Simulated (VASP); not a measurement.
Write the native input for VASP 6.6.1 that does the following.

- Task: single point
- Functional: PBE
- Potentials or basis: VASP PAW PBE potentials, release 64 (Pb_d, O)
- Cutoff: 520 eV
- k mesh: 12 × 12 × 10
- Occupations: gaussian, width 0.05 eV
- Spin: no spin polarisation
- Dipole correction: no
- Further INCAR settings: ALGO = Normal; EDIFF = 1e-06; NBANDS = 17

The structure of PbO lies in POSCAR:

```
PbO
1.0
    3.6237571975      0.0000000000      0.0000000000
   -1.8118785988      3.1382657902      0.0000000000
    0.0000000000      0.0000000000      3.3220345699
Pb O
1 1
Direct
    0.0000000000      0.0000000000      0.0000000000
    0.6666666667      0.3333333333      0.5000000000
```

These files were run (other wordings do the same):

INCAR

```
PREC = Accurate
ENCUT = 520
EDIFF = 1E-6
ISMEAR = 0
SIGMA = 0.05
LREAL = F
LASPH = T
NELM = 100
ALGO = Normal
ISIF = 2
LWAVE = F
LCHARG = F
GGA = PE
NBANDS = 17
```

KPOINTS

```
regular mesh
0
Gamma
  12 12 10
```

Potentials or basis: VASP PAW PBE potentials, release 64 (Pb_d, O).

Launch:

```console
$ cat potpaw_PBE.64/Pb_d/POTCAR potpaw_PBE.64/O/POTCAR > POTCAR
$ mpirun -np 1 vasp_std > vasp.out
```

Results of the run:

- Pressure: -2.9 GPa
- Band gap on the k mesh: zero (bands 10 and 11 overlap by 0.01 eV)

Caveat: semilocal functionals underestimate gaps, and a narrow one can read as zero; spin-orbit coupling is left out, which moves the levels of the heavy elements.

Wall time 110 s on 1 thread of Intel Xeon 8259CL (shared host), peak memory 0.21 GiB.
